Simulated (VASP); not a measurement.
Wanted: the native input for a VASP 6.6.1 run.

* Task: single point
* Functional: PBEsol
* Potentials or basis: VASP PAW PBE potentials, release 64 (In_d)
* Cutoff: 520 eV
* k mesh: 20 × 20 × 20
* Occupations: gaussian, width 0.15 eV
* Spin: no spin polarisation
* Dipole correction: no
* Further INCAR settings: ALGO = Fast; EDIFF = 1e-06; NBANDS = 12

The structure of In lies in POSCAR:

```
In
1.0
   -1.6098885000      1.6261500000      2.4739500000
    1.6098885000     -1.6261500000      2.4739500000
    1.6098885000      1.6261500000     -2.4739500000
In
1
Direct
    0.0000000000      0.0000000000      0.0000000000
```

This cell differs from its parent crystal: strain -0.0100 x Voigt [1, 0, 0, 0, 0, 0].

These files were run (other wordings do the same):

INCAR

```
SYSTEM = In
PREC = Accurate
ENCUT = 520
EDIFF = 1E-6
ISMEAR = 0
SIGMA = 0.15
LREAL = .FALSE.
LASPH = .TRUE.
NELM = 60
ALGO = Fast
ISIF = 2
LWAVE = .FALSE.
LCHARG = .FALSE.
GGA = PS
NBANDS = 12
```

KPOINTS

```
regular mesh
0
G
  20 20 20
  0 0 0
```

Potentials or basis: VASP PAW PBE potentials, release 64 (In_d).

Command:

```console
$ cat potpaw_PBE.64/In_d/POTCAR > POTCAR
$ mpirun -np 1 vasp_std > vasp.out
```

Results of the run:

```yaml
Pressure: -0.5 GPa
Band_gap_on_the_k_mesh: zero (an odd number of electrons rules out a gap without spin polarisation)
```

Caveat: the cell differs from its parent crystal (strain -0.0100 x Voigt [1, 0, 0, 0, 0, 0]); the PAW data sets were made with another functional, which shifts forces and pressure a little; spin-orbit coupling is left out, which moves the levels of the heavy elements.

It took 11 min on 1 thread of Intel Xeon 8259CL, on a shared host, peak memory 0.45 GiB.
